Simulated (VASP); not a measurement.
# ZrS2 in VASP: relaxation of the atoms with PBEsol

Aim: the relaxation of the atoms of ZrS2 with PBEsol.

Everything below comes from runs of VASP 6.6.1. Logs are shortened: lines on timing, memory, paths and dates and some standing lists are left out, and cuts for length are marked.

## Step 1: The cell of the first run

The cell holds a slab with vacuum, 6 atoms: a = 3.627 Å, b = 3.627 Å, c = 23.787 Å, α = 90.00°, β = 90.00°, γ = 120.00°.

## Step 2: Relaxation of the atoms, PBEsol

Input file INCAR:

```
SYSTEM = ZrS2
PREC = Accurate
ENCUT = 450
EDIFF = 1E-7
ISMEAR = 0
SIGMA = 0.05
LREAL = .FALSE.
LASPH = .TRUE.
NELM = 120
ALGO = Normal
ISIF = 2
LWAVE = .FALSE.
LCHARG = .FALSE.
LDIPOL = .TRUE.
IDIPOL = 3
DIPOL = 0.5 0.5 0.500
GGA = PS
IBRION = 2
NSW = 80
EDIFFG = -0.02
GGA_COMPAT = .FALSE.
NELMIN = 4
NELMDL = -8
```

Input file KPOINTS:

```
Automatic mesh
0
G
  9 9 1
  0 0 0
```

Input file POSCAR:

```
ZrS2
1.0
    3.6273864348      0.0000000000      0.0000000000
   -1.8136932174      3.1414088018      0.0000000000
    0.0000000000      0.0000000000     23.7868970460
S Zr
4 2
Direct
    0.6666666667      0.3333333333      0.3152996368
    0.3333333333      0.6666666667      0.4374723226
    0.6666666667      0.3333333333      0.5625276774
    0.3333333333      0.6666666667      0.6847003632
    0.0000000000      0.0000000000      0.3763859797
    0.0000000000      0.0000000000      0.6236140203
```

Potentials or basis: VASP PAW PBE potentials, release 64 (S, Zr_sv).

Run with:

```bash
$ cat potpaw_PBE.64/S/POTCAR potpaw_PBE.64/Zr_sv/POTCAR > POTCAR
$ mpirun -np 1 vasp_std > vasp.out
```

OUTCAR:

```text
SYSTEM = ZrS2
   PREC = Accurate
   ENCUT = 450
   EDIFF = 1E-7
   ISMEAR = 0
   LREAL = .FALSE.
   LASPH = .TRUE.
   NELM = 120
   ISIF = 2
   GGA = PS
   IBRION = 2
   NSW = 80
   EDIFFG = -0.02
   NELMIN = 4
   NELMDL = -8

 ion  position               nearest neighbor table
   1  0.667  0.333  0.315-   5 2.55   5 2.55   5 2.55
   2  0.333  0.667  0.437-   5 2.55   5 2.55   5 2.55
   3  0.667  0.333  0.563-   6 2.55   6 2.55   6 2.55
   4  0.333  0.667  0.685-   6 2.55   6 2.55   6 2.55
   5  0.000  0.000  0.376-   1 2.55   2 2.55   1 2.55   2 2.55   1 2.55   2 2.55
   6  0.000  0.000  0.624-   4 2.55   3 2.55   4 2.55   3 2.55   4 2.55   3 2.55

  LATTYP: Found a hexagonal cell.
 ALAT       =     3.6273864348
 C/A-ratio  =     6.5575855988

  Lattice vectors:

 A1 = (   3.6273864348,   0.0000000000,   0.0000000000)
 A2 = (  -1.8136932174,   3.1414088018,   0.0000000000)
 A3 = (   0.0000000000,   0.0000000000,  23.7868970460)

Analysis of symmetry for initial positions (statically):
=====================================================================
 Subroutine PRICEL returns:
 Original cell was already a primitive cell.

 Routine SETGRP: Setting up the symmetry group for a
 hexagonal supercell.

 Subroutine GETGRP returns: Found 12 space group operations
 (whereof 12 operations were pure point group operations)
 out of a pool of 24 trial point group operations.

The static configuration has the point symmetry D_3d.

Analysis of symmetry for dynamics (positions and initial velocities):
=====================================================================
 Subroutine PRICEL returns:
 Original cell was already a primitive cell.

 Routine SETGRP: Setting up the symmetry group for a
 hexagonal supercell.

 Subroutine GETGRP returns: Found 12 space group operations
 (whereof 12 operations were pure point group operations)
 out of a pool of 24 trial point group operations.

The dynamic configuration has the point symmetry D_3d.

 Subroutine INISYM returns: Found 12 space group operations
[... 158 lines left out ...]
  energy-cutoff  :      450.00
  volume of cell :      271.05
      direct lattice vectors                 reciprocal lattice vectors
     3.627386435  0.000000000  0.000000000     0.275680581  0.159164258  0.000000000
    -1.813693217  3.141408802  0.000000000     0.000000000  0.318328515  0.000000000
     0.000000000  0.000000000 23.786897046     0.000000000  0.000000000  0.042039952

 POSITION                                       TOTAL-FORCE (eV/Angst)
 -----------------------------------------------------------------------------------
      1.81369      1.04714      7.50000        -0.000000     -0.000000      0.006652
     -0.00000      2.09427     10.40611        -0.000000     -0.000000      0.012672
      1.81369      1.04714     13.38079         0.000000      0.000000     -0.012672
     -0.00000      2.09427     16.28690         0.000000      0.000000     -0.006652
      0.00000      0.00000      8.95305         0.000000     -0.000000     -0.022466
      0.00000      0.00000     14.83384         0.000000      0.000000      0.022466
 -----------------------------------------------------------------------------------
    total drift:                               -0.000000      0.000000      0.000000

  FREE ENERGIE OF THE ION-ELECTRON SYSTEM (eV)
  ---------------------------------------------------
  free  energy   TOTEN  =       -45.0775351271 eV

  energy  without entropy=      -45.0775351271  energy(sigma->0) =      -45.07753513

--------------------------------------- Ionic step        2  -------------------------------------------

 number of electron      48.0000008 magnetization

 dipolmoment           0.000000      0.000000      0.000000 electrons x Angstroem

 Free energy of the ion-electron system (eV)
  ---------------------------------------------------
  ext. energy  EPLUGINS =         0.00000000
  ---------------------------------------------------
  free energy    TOTEN  =       -45.07756374 eV

  energy without entropy =      -45.07756374  energy(sigma->0) =      -45.07756374

 E-fermi :  -0.5906     XC(G=0):  -5.2163

 val. band max:       -0.8972394517   @ k =   0.0000   0.0000   0.0000
 cond. band min:       0.0602001735   @ k =   0.4444  -0.0000   0.0000
 fundamental gap:      0.9574396253
 Fermi energy:        -0.5906203863

 k-point     1 :       0.0000    0.0000    0.0000
  band No.  band energies     occupation
      1     -49.6151      2.00000
      2     -49.6151      2.00000
      3     -27.7360      2.00000
      4     -27.7356      2.00000
      5     -27.5628      2.00000
      6     -27.5628      2.00000
[... 361 lines left out ...]
     27       2.1312      0.00000
     28       2.1313      0.00000

------------------------ aborting loop because EDIFF is reached ----------------------------------------

 vacuum level on the upper side and lower side of the slab       (xc-potential included)        -0.007        -0.007

  FORCE on cell =-STRESS in cart. coord.  units (eV):
  Direction    XX          YY          ZZ          XY          YZ          ZX
  --------------------------------------------------------------------------------------
  -------------------------------------------------------------------------------------
  Total        0.1132067      0.1132067     -0.0161353     -0.0000000     -0.0000000      0.0000000
  in kB        0.6691549      0.6691549     -0.0953742     -0.0000000     -0.0000000      0.0000000
  external PRESSURE =       0.4143119 kB  Pullay stress =       0.0000000 kB

 VOLUME and BASIS-vectors are now :
 -----------------------------------------------------------------------------
  energy-cutoff  :      450.00
  volume of cell :      271.05
      direct lattice vectors                 reciprocal lattice vectors
     3.627386435  0.000000000  0.000000000     0.275680581  0.159164258  0.000000000
    -1.813693217  3.141408802  0.000000000     0.000000000  0.318328515  0.000000000
     0.000000000  0.000000000 23.786897046     0.000000000  0.000000000  0.042039952

 POSITION                                       TOTAL-FORCE (eV/Angst)
 -----------------------------------------------------------------------------------
      1.81369      1.04714      7.50032        -0.000000      0.000000     -0.004396
     -0.00000      2.09427     10.40672         0.000000     -0.000000     -0.001606
      1.81369      1.04714     13.38018        -0.000000      0.000000      0.001606
     -0.00000      2.09427     16.28658         0.000000      0.000000      0.004396
     -1.81369      3.14141      8.95197        -0.000000     -0.000000      0.003027
      0.00000      0.00000     14.83493         0.000000      0.000000     -0.003027
 -----------------------------------------------------------------------------------
    total drift:                                0.000000     -0.000000      0.000000

  FREE ENERGIE OF THE ION-ELECTRON SYSTEM (eV)
  ---------------------------------------------------
  free  energy   TOTEN  =       -45.0775637387 eV

  energy  without entropy=      -45.0775637387  energy(sigma->0) =      -45.07756374

 reached required accuracy - stopping structural energy minimisation

 vacuum level on the upper side and lower side of the slab         5.429         5.429
```

Run time: 4 min. Hardware: 1 thread of Oxide Virtual Turin-like, shared host; peak memory 0.35 GiB.

What came out:

```yaml
Free_energy: -45.0776 eV
Energy_gained_by_relaxing: 0.0 meV/atom
Ionic_steps: 2
Largest_force_after_relaxing: 0.004 eV/Å
Band_gap_on_the_k_mesh: 0.96 eV (least direct gap 1.59 eV)
```

Forces on the atoms (eV/Å):
```
S    0.000  0.000 -0.004
S    0.000  0.000 -0.002
S    0.000  0.000  0.002
S    0.000  0.000  0.004
Zr   0.000  0.000  0.003
Zr   0.000  0.000 -0.003
```

Final structure:
```yaml
crystal:
  lattice:
    - [3.62739, 0.00000, 0.00000]
    - [-1.81369, 3.14141, 0.00000]
    - [0.00000, 0.00000, 23.78690]
  atoms:
    - { symbol: S, position: [0.66667, 0.33333, 0.31531] }
    - { symbol: S, position: [0.33333, 0.66667, 0.43750] }
    - { symbol: S, position: [0.66667, 0.33333, 0.56250] }
    - { symbol: S, position: [0.33333, 0.66667, 0.68469] }
    - { symbol: Zr, position: [0.00000, 0.00000, 0.37634] }
    - { symbol: Zr, position: [0.00000, 0.00000, 0.62366] }
```

Caveat: the PAW data sets were made with another functional, which shifts forces and pressure a little.
